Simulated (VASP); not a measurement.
**TiAl3: single point with PBEsol**

Crystal: TiAl3.

```
Ti Al
1.0
     2.83968    0.00000    0.00000
     0.00000    4.68126    0.00000
     0.00000    0.00000    4.90074
Ti Al
1 3
Direct
  0.00000 0.50000 0.16592
  0.50000 0.50000 0.66727
  0.50000 0.00000 0.33091
  0.00000 0.00000 0.83590
```

```json
{
  "Program": "VASP 6.6.1",
  "Task": "single point",
  "Functional": "PBEsol",
  "Potentials or basis": "VASP PAW PBE potentials, release 64 (Ti_sv, Al)",
  "Cutoff": "500 eV",
  "k mesh": "14 × 8 × 8, shifted",
  "Occupations": "gaussian, width 0.1 eV",
  "Spin": "no spin polarisation",
  "Dipole correction": "no",
  "Further INCAR settings": "ALGO = Normal; EDIFF = 1e-06; NBANDS = 18"
}
```

```yaml
Pressure: -2.4 GPa
Largest_force: 0.045 eV/Å
Band_gap_on_the_k_mesh: zero (an odd number of electrons rules out a gap without spin polarisation)
```

Forces in eV/Å, atoms in the order of the input:
```
Ti   0.000  0.000 -0.043
Al   0.000  0.000 -0.003
Al   0.000  0.000  0.001
Al   0.000  0.000  0.045
```

Stress tensor (GPa, compression positive):
```
-3.63  0.00  0.00
 0.00 -1.74  0.00
 0.00  0.00 -1.73
```

Levels at points of the mesh, in eV from the Fermi level:
```tsv
k point	band 7	band 8	band 9	band 10	band 11	band 12	band 13	band 14	band 15	band 16
(0.04, 0.06, 0.06)	-3.99	-3.36	-2.17	-0.81	-0.36	2.20	2.25	2.60	2.78	3.42
```

Run time: 38 s on 1 thread of Intel(R) Xeon(R) 6975P-C (Granite Rapids), with other jobs on the host, peak memory 0.25 GiB.

Caveat: the PAW data sets were made with another functional, which shifts forces and pressure a little.
